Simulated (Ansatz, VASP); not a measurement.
# Two plane-wave programs on Si

```
CELL_PARAMETERS angstrom
0.00000 2.72333 2.82437
2.72333 0.00000 2.82437
2.72333 2.72333 0.00000
ATOMIC_POSITIONS crystal
Si 0.50000 0.50000 0.50000
Si 0.75000 0.75000 0.75000
```

Alike in both runs: task single point; functional PBE; k mesh 10 × 10 × 10; occupations gaussian, width 0.05 eV; no spin polarisation.

|  | VASP | Ansatz |
| --- | --- | --- |
| version | VASP 6.6.1 | Ansatz 0.2.0 |
| potentials or method | VASP PAW PBE potentials, release 64 (Si), cutoff 520 eV | scalar-relativistic, plane waves, PAW |
| valence electrons in the cell | 8 | 8 |

```tsv
	VASP	Ansatz	Ansatz less VASP
gap on the k mesh at the Fermi level (eV)	0.47	0.46	-0.003
least direct gap on the mesh (eV)	2.32	2.32	-0.003
pressure (GPa)	-2.1	-2.0	+0.08
traceless stress, the component that is largest in VASP (GPa)	-2.46	-2.46	+0.006
```

With one functional, cell and mesh, what is left measures potentials, basis and numerics.
